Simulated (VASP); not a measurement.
# In (I4/mmm) in VASP: a series of runs, part 2 of 2

VASP 6.6.1. The steps go on from the part before.

**5. Single point, PBEsol (strain +0.000 along x and y, +0.030 along z)**

Input file INCAR:

```
SYSTEM = In
PREC = Accurate ; ENCUT = 520
EDIFF = 1E-7 ; ISMEAR = 0
SIGMA = 0.15 ; LREAL = .FALSE.
LASPH = .TRUE. ; NELM = 80
ALGO = Fast ; ISIF = 2
LWAVE = .FALSE. ; LCHARG = .FALSE.
GGA = PS ; NBANDS = 12
```

Input file KPOINTS:

```
regular mesh
0
G
  18 18 18
  0 0 0
```

Input file POSCAR:

```
In
1.0
   -1.8825252400      1.8825252400      1.9390009972
    1.8825252400     -1.8825252400      1.9390009972
    1.8825252400      1.8825252400     -1.9390009972
In
1
Direct
    0.0000000000      0.0000000000      0.0000000000
```

Potentials or basis: VASP PAW PBE potentials, release 64 (In_d).

On the command line:

```
cat potpaw_PBE.64/In_d/POTCAR > POTCAR
mpirun -np 1 vasp_std > vasp.out
```

OUTCAR:

```text
SYSTEM = In
   PREC = Accurate
   ENCUT = 520
   EDIFF = 1E-7
   ISMEAR = 0
   LREAL = .FALSE.
   LASPH = .TRUE.
   NELM = 80
   ISIF = 2
   GGA = PS

 ion  position               nearest neighbor table
   1  0.000  0.000  0.000-

  LATTYP: Found a body centered tetragonal cell.
 ALAT       =     3.7650504800
 C/A-ratio  =     1.0300000000

  Lattice vectors:

 A1 = (  -1.8825252400,   1.8825252400,   1.9390009972)
 A2 = (   1.8825252400,  -1.8825252400,   1.9390009972)
 A3 = (   1.8825252400,   1.8825252400,  -1.9390009972)

Analysis of symmetry for initial positions (statically):
=====================================================================
 Subroutine PRICEL returns:
 Original cell was already a primitive cell.

 Routine SETGRP: Setting up the symmetry group for a
 body centered tetragonal supercell.

 Subroutine GETGRP returns: Found 16 space group operations
 (whereof 16 operations were pure point group operations)
 out of a pool of 16 trial point group operations.

The static configuration has the point symmetry D_4h.

Analysis of symmetry for dynamics (positions and initial velocities):
[... 161 lines left out ...]
 cond. band min:       6.7981773861   @ k =   0.5000   0.2778   0.0556
 fundamental gap:      0.0105034585
 Fermi energy:         6.7943746221

 k-point     1 :       0.0000    0.0000    0.0000
  band No.  band energies     occupation
      1      -7.7350      2.00000
      2      -7.7350      2.00000
      3      -7.7136      2.00000
      4      -7.4915      2.00000
      5      -7.4724      2.00000
      6      -2.4158      2.00000
      7      17.2212      0.00000
      8      17.4160      0.00000
      9      17.4160      0.00000
     10      19.4216      0.00000
     11      19.8295      0.00000
     12      19.8295      0.00000
[... 331 lines left out ...]
 k-point    24 :      -0.2222    0.0556    0.0000
  band No.  band energies     occupation
      1      -7.7530      2.00000
      2      -7.7138      2.00000
      3      -7.5935      2.00000
      4      -7.5151      2.00000
      5      -7.4807      2.00000
      6      -1.5135      2.00000
      7      12.0809      0.00000
      8      14.6432      0.00000
      9      15.5656      0.00000
     10      18.1774      0.00000
     11      18.5746      0.00000
     12      19.4507      0.00000

 [... further k-points ...]
[... 5 lines left out ...]
  --------------------------------------------------------------------------------------
  -------------------------------------------------------------------------------------
  Total       -0.4088172     -0.4088172     -0.4073304      0.0000000      0.0000000      0.0000000
  in kB      -23.8297834    -23.8297834    -23.7431187      0.0000000      0.0000000      0.0000000
  external PRESSURE =     -23.8008952 kB  Pullay stress =       0.0000000 kB

 VOLUME and BASIS-vectors are now :
 -----------------------------------------------------------------------------
  energy-cutoff  :      520.00
  volume of cell :       27.49
      direct lattice vectors                 reciprocal lattice vectors
    -1.882525240  1.882525240  1.939000997     0.000000000  0.265600689  0.257864746
     1.882525240 -1.882525240  1.939000997     0.265600689  0.000000000  0.257864746
     1.882525240  1.882525240 -1.939000997     0.265600689  0.265600689  0.000000000

 POSITION                                       TOTAL-FORCE (eV/Angst)
 -----------------------------------------------------------------------------------
      0.00000      0.00000      0.00000         0.000000     -0.000000      0.000000
 -----------------------------------------------------------------------------------
    total drift:                               -0.000000      0.000000     -0.000000

  FREE ENERGIE OF THE ION-ELECTRON SYSTEM (eV)
  ---------------------------------------------------
  free  energy   TOTEN  =        -2.9608512232 eV

  energy  without entropy=       -2.9561081169  energy(sigma->0) =       -2.95847967
```

It took 87 s on 1 thread of Intel Xeon 6975P-C, shared host; peak memory 0.26 GiB.

Results:

| Quantity | Value |
| --- | --- |
| Free energy | -2.9609 eV |
| Pressure | -2.4 GPa |

Caveat: the cell differs from its parent crystal (strain +0.000 along x and y, +0.030 along z); the PAW data sets were made with another functional, which shifts forces and pressure a little; spin-orbit coupling is left out, which moves the levels of the heavy elements.

**6. Single point, PBEsol (strain +0.030 along x and y, +0.000 along z)**

Input file INCAR:

```
SYSTEM = In
ALGO = Fast
EDIFF = 1E-7
ENCUT = 520
GGA = PS
ISIF = 2
ISMEAR = 0
LASPH = .TRUE.
LCHARG = .TRUE.
LELF = .TRUE.
LREAL = .FALSE.
LVHAR = .TRUE.
LWAVE = .FALSE.
NBANDS = 12
NELM = 100
PREC = Accurate
SIGMA = 0.15
```

Input file KPOINTS:

```
k-points
0
G
  18 18 18
  0 0 0
```

Input file POSCAR:

```
In
1.0
   -1.9390009972      1.9390009972      1.8825252400
    1.9390009972     -1.9390009972      1.8825252400
    1.9390009972      1.9390009972     -1.8825252400
In
1
Direct
    0.0000000000      0.0000000000      0.0000000000
```

Potentials or basis: VASP PAW PBE potentials, release 64 (In_d).

On the command line:

```
cat potpaw_PBE.64/In_d/POTCAR > POTCAR
mpirun -np 1 vasp_std > vasp.out
```

OUTCAR:

```text
SYSTEM = In
   EDIFF = 1E-7
   ENCUT = 520
   GGA = PS
   ISIF = 2
   ISMEAR = 0
   LASPH = .TRUE.
   LREAL = .FALSE.
   NELM = 100
   PREC = Accurate

 ion  position               nearest neighbor table
   1  0.000  0.000  0.000-

  LATTYP: Found a body centered tetragonal cell.
 ALAT       =     3.8780019944
 C/A-ratio  =     0.9708737864

  Lattice vectors:

 A1 = (  -1.9390009972,   1.9390009972,   1.8825252400)
 A2 = (   1.9390009972,  -1.9390009972,   1.8825252400)
 A3 = (   1.9390009972,   1.9390009972,  -1.8825252400)

Analysis of symmetry for initial positions (statically):
=====================================================================
 Subroutine PRICEL returns:
 Original cell was already a primitive cell.

 Routine SETGRP: Setting up the symmetry group for a
 body centered tetragonal supercell.

 Subroutine GETGRP returns: Found 16 space group operations
 (whereof 16 operations were pure point group operations)
 out of a pool of 16 trial point group operations.

The static configuration has the point symmetry D_4h.

Analysis of symmetry for dynamics (positions and initial velocities):
=====================================================================
 Subroutine PRICEL returns:
 Original cell was already a primitive cell.

 Routine SETGRP: Setting up the symmetry group for a
 body centered tetragonal supercell.

 Subroutine GETGRP returns: Found 16 space group operations
 (whereof 16 operations were pure point group operations)
 out of a pool of 16 trial point group operations.

The dynamic configuration has the point symmetry D_4h.

 Subroutine INISYM returns: Found 16 space group operations
 (whereof 16 operations are pure point group operations),
 and found     1 'primitive' translations

----------------------------------------------------------------------------------------

                                     Primitive cell

  volume of cell :      28.3111

  direct lattice vectors                    reciprocal lattice vectors
    -1.939000997  1.939000997  1.882525240     0.000000000  0.257864746  0.265600689
     1.939000997 -1.939000997  1.882525240     0.257864746  0.000000000  0.265600689
     1.939000997  1.939000997 -1.882525240     0.257864746  0.257864746  0.000000000

  length of vectors
     3.326161604  3.326161604  3.326161604     0.370186376  0.370186376  0.364675821

  position of ions in fractional coordinates (direct lattice)
     0.000000000  0.000000000  0.000000000

  ion indices of the primitive-cell ions
   primitive index   ion index
                 1           1

----------------------------------------------------------------------------------------

 KPOINTS: k-points

Automatic generation of k-mesh.
 Grid dimensions read from file:
 generate k-points for:   18   18   18

 Generating k-lattice:

  Cartesian coordinates                     Fractional coordinates (reciprocal lattice)
     0.000000000  0.014325819  0.014755594     0.055555556  0.000000000 -0.000000000
     0.014325819  0.000000000  0.014755594     0.000000000  0.055555556 -0.000000000
     0.014325819  0.014325819  0.000000000     0.000000000  0.000000000  0.055555556

  Length of vectors
     0.020565910  0.020565910  0.020259768

  Shift w.r.t. Gamma in fractional coordinates (k-lattice)
     0.000000000  0.000000000  0.000000000

 Subroutine IBZKPT returns following result:
 ===========================================

 Found    480 irreducible k-points:

 Following reciprocal coordinates:
            Coordinates               Weight
  0.000000  0.000000  0.000000      1.000000
  0.055556  0.000000  0.000000      8.000000
  0.111111  0.000000  0.000000      8.000000
  0.166667 -0.000000  0.000000      8.000000
  0.222222  0.000000  0.000000      8.000000
  0.277778 -0.000000  0.000000      8.000000
[... 16 lines left out ...]
 -0.277778  0.055556 -0.000000     16.000000
 -0.222222  0.055556 -0.000000     16.000000
 [... further k-points ...]
   k-points           NKPTS =    480   k-points in BZ     NKDIM =    480   number of bands    NBANDS=     12
   number of dos      NEDOS =    301   number of ions     NIONS =      1
   total plane-waves  NPLWV =  21952
   dimension x,y,z NGX =    28 NGY =   28 NGZ =   28
   dimension x,y,z NGXF=    56 NGYF=   56 NGZF=   56
   ions per type =               1
   NGX,Y,Z   is equivalent  to a cutoff of  13.99, 13.99, 13.99 a.u.
   NGXF,Y,Z  is equivalent  to a cutoff of  27.99, 27.99, 27.99 a.u.
 SYSTEM =  In
   PREC   = accura    normal or accurate (medium, high low for compatibility)
   ISTART =      0    job   : 0-new  1-cont  2-samecut
   ICHARG =      2    charge: 1-file 2-atom 10-const
   ISPIN  =      1    spin polarized calculation?
   LNONCOLLINEAR =      F non collinear calculations
   LSORBIT =      F    spin-orbit coupling
   LASPH  =      T    aspherical Exc in radial PAW
   ENCUT  =  520.0 eV  38.22 Ry    6.18 a.u.   6.18  6.18  6.18*2*pi/ulx,y,z
   NELM   =    100;   NELMIN=  2; NELMDL= -5     # of ELM steps
   EDIFF  = 0.1E-06   stopping-criterion for ELM
   LREAL  =      F    real-space projection
   EDIFFG = 0.1E-05   stopping-criterion for IOM
   NSW    =      0    number of steps for IOM
   IBRION =     -1    ionic relax: 0-MD 1-quasi-New 2-CG
   NFREE  =      0    steps in history (QN), initial steepest desc. (CG)
   ISIF   =      2    stress and relaxation
   ISYM   =      2    0-nonsym 1-usesym 2-fastsym
   POTIM  = 0.5000    time-step for ionic-motion
   TEBEG  =    0.0;   TEEND  =   0.0 temperature during run
   PSTRESS=    0.0 pullay stress
   NELECT =      13.0000    total number of electrons
   NUPDOWN=      -1.0000    fix difference up-down
   EMIN   =  10.00;   EMAX   =-10.00  energy-range for DOS
   EFERMI =   0.00;   METHOD = LEGACY
   ISMEAR =     0;   SIGMA  =   0.15  broadening in eV -4-tet -1-fermi 0-gaus
   EFERMI_NEDOS =   21; number of points for ismear=-14 and -15
   IALGO  =     68    algorithm
   IMIX   =      4    mixing-type and parameters
     AMIX     =   0.40;   BMIX     =  1.00
     AMIX_MAG =   1.60;   BMIX_MAG =  1.00
  volume/ion in A,a.u.               =      28.31       191.05
  Fermi-wavevector in a.u.,A,eV,Ry     =   1.263001  2.386726 21.703623  1.595171
  Thomas-Fermi vector in A             =   2.396380
   LORBIT       =      0    0 simple, 1 ext, 2 COOP (PROOUT), +10 PAW based schemes
   GGA     = PS    functional components
   LHFCALC =     F    Hartree Fock is set to
   AEXX    =    0.0000 exact exchange contribution
   IVDW    =     0    specifies the selected vdW correction
   LEPSILON=     F    determine dielectric tensor
   LRPA    =     F    only Hartree local field effects (RPA)
 non-spin polarized calculation
 RMM-DIIS sequential band-by-band and
 Gauss-broadening in eV      SIGMA  =   0.15
  energy-cutoff  :      520.00
  volume of cell :       28.31
 maximum number of plane-waves:       787
 NGX is ok and might be reduce to    28
   NGX = 13   NGY = 13   NGZ = 13

 number of electron      13.0000005 magnetization

 Free energy of the ion-electron system (eV)
  ---------------------------------------------------
  ext. energy  EPLUGINS =         0.00000000
  ---------------------------------------------------
  free energy    TOTEN  =        -2.94647415 eV

  energy without entropy =       -2.94116004  energy(sigma->0) =       -2.94381710

 E-fermi :   6.4712     XC(G=0): -10.0365

 val. band max:        6.4682990926   @ k =   0.2222   0.2222   0.1111
 cond. band min:       6.4716600850   @ k =   0.5000   0.1667   0.0556
 fundamental gap:      0.0033609923
 Fermi energy:         6.4712120082

 k-point     1 :       0.0000    0.0000    0.0000
  band No.  band energies     occupation
      1      -8.0279      2.00000
      2      -8.0068      2.00000
      3      -8.0068      2.00000
      4      -7.7955      2.00000
      5      -7.7767      2.00000
      6      -2.5372      2.00000
      7      16.6423      0.00000
      8      16.6423      0.00000
      9      16.9082      0.00000
     10      19.1694      0.00000
     11      19.1694      0.00000
     12      19.5108      0.00000
[... 331 lines left out ...]
 k-point    24 :      -0.2222    0.0556   -0.0000
  band No.  band energies     occupation
      1      -8.0445      2.00000
      2      -7.9918      2.00000
      3      -7.8911      2.00000
      4      -7.8120      2.00000
      5      -7.7877      2.00000
      6      -1.6557      2.00000
      7      11.8855      0.00000
      8      13.7725      0.00000
      9      14.9799      0.00000
     10      17.2981      0.00000
     11      18.1486      0.00000
     12      19.5328      0.00000

 [... further k-points ...]
[... 5 lines left out ...]
  --------------------------------------------------------------------------------------
  -------------------------------------------------------------------------------------
  Total       -0.5781454     -0.5781454     -0.5487758      0.0000000      0.0000000      0.0000000
  in kB      -32.7183057    -32.7183057    -31.0562245      0.0000000      0.0000000      0.0000000
  external PRESSURE =     -32.1642786 kB  Pullay stress =       0.0000000 kB

 VOLUME and BASIS-vectors are now :
 -----------------------------------------------------------------------------
  energy-cutoff  :      520.00
  volume of cell :       28.31
      direct lattice vectors                 reciprocal lattice vectors
    -1.939000997  1.939000997  1.882525240     0.000000000  0.257864746  0.265600689
     1.939000997 -1.939000997  1.882525240     0.257864746  0.000000000  0.265600689
     1.939000997  1.939000997 -1.882525240     0.257864746  0.257864746  0.000000000

 POSITION                                       TOTAL-FORCE (eV/Angst)
 -----------------------------------------------------------------------------------
      0.00000      0.00000      0.00000         0.000000      0.000000      0.000000
 -----------------------------------------------------------------------------------
    total drift:                               -0.000000     -0.000000     -0.000000

  FREE ENERGIE OF THE ION-ELECTRON SYSTEM (eV)
  ---------------------------------------------------
  free  energy   TOTEN  =        -2.9464741462 eV

  energy  without entropy=       -2.9411600445  energy(sigma->0) =       -2.94381710
```

Wall time 3.9 min (1 thread of Intel Xeon 6975P-C, shared host); peak memory 0.28 GiB.

Results:

- Free energy: -2.9465 eV
- Pressure: -3.2 GPa

Caveat: the cell differs from its parent crystal (strain +0.030 along x and y, +0.000 along z); the PAW data sets were made with another functional, which shifts forces and pressure a little; spin-orbit coupling is left out, which moves the levels of the heavy elements.

**7. Summary**

| cell | further INCAR settings | gap on the mesh (eV) | pressure (GPa) |
| --- | --- | --- | --- |
| a = 3.179 Å, angles 109.9, 109.9, 108.6°, 1 atom | ALGO = Fast; EDIFF = 1e-06; NBANDS = 12 | none | 2.1 |
| a = 3.196 Å, angles 110.3, 110.3, 107.8°, 1 atom | ALGO = Fast; EDIFF = 1e-07; NBANDS = 12 | none | 1.3 |
| a = 3.228 Å, angles 108.7, 108.7, 111.1°, 1 atom | ALGO = Fast; EDIFF = 1e-06; NBANDS = 12 | none | -0.1 |
| a = 3.294 Å, angles 110.3, 110.3, 107.9°, 1 atom | ALGO = Fast; EDIFF = 1e-07; NBANDS = 12 | none | -2.4 |
| a = 3.326 Å, angles 108.7, 108.7, 111.1°, 1 atom | ALGO = Fast; EDIFF = 1e-07; NBANDS = 12 | none | -3.2 |

Alike in all rows: task single point; level PBEsol; potentials or basis VASP PAW PBE potentials, release 64 (In_d); no spin polarisation; k mesh 18 × 18 × 18; cutoff (eV) 520; smearing gaussian 0.15 eV.

Caveats: the PAW data sets were made with another functional, which shifts forces and pressure a little; spin-orbit coupling is left out, which moves the levels of the heavy elements.

Total energies depend on the potentials used, so only differences within one code and one set of settings carry meaning.
